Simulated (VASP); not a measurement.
Here is a VASP 6.6.1 calculation.

The input POSCAR:

```
ZnSe
1.0
    0.0000000000      2.8147806350      2.8147806350
    2.8147806350      0.0000000000      2.8147806350
    2.8147806350      2.8147806350      0.0000000000
Se Zn
1 1
Direct
    0.7500000000      0.7500000000      0.7500000000
    0.0000000000      0.0000000000      0.0000000000
```

Contents of INCAR.step1:

```
  PREC = Accurate
  ENCUT = 520
  ISMEAR = -1
  SIGMA = 0.05
  LREAL = False
  LASPH = True
  NELM = 60
  NBANDS = 16
  GGA = PE
  ALGO = Normal
  EDIFF = 1E-4
  LWAVE = True
  LCHARG = False
```

The input INCAR.step2:

```
  PREC = Accurate
  ENCUT = 520
  EDIFF = 1E-7
  ISMEAR = -1
  SIGMA = 0.05
  LREAL = False
  LASPH = True
  NELM = 60
  ALGO = Normal
  ISIF = 2
  LWAVE = False
  LCHARG = False
  METAGGA = R2SCAN
  LMIXTAU = True
  NBANDS = 16
  ISTART = 1
```

Contents of KPOINTS:

```
Automatic mesh
0
Gamma
  8 8 8
```

Potentials or basis: VASP PAW PBE potentials, release 64 (Se, Zn).

The run is started by

```sh
$ cat potpaw_PBE.64/Se/POTCAR potpaw_PBE.64/Zn/POTCAR > POTCAR
$ cp INCAR.step1 INCAR
$ mpirun -np 1 vasp_std > vasp.out
$ cp INCAR.step2 INCAR
$ mpirun -np 1 vasp_std > vasp.out
```

(1) What does it give for the pressure?

(2) Estimate the band gap on the k mesh.

Results:

(1) 1.4 GPa.

(2) 1.96 eV.

Caveat: the PAW data sets were made with another functional, which shifts forces and pressure a little.
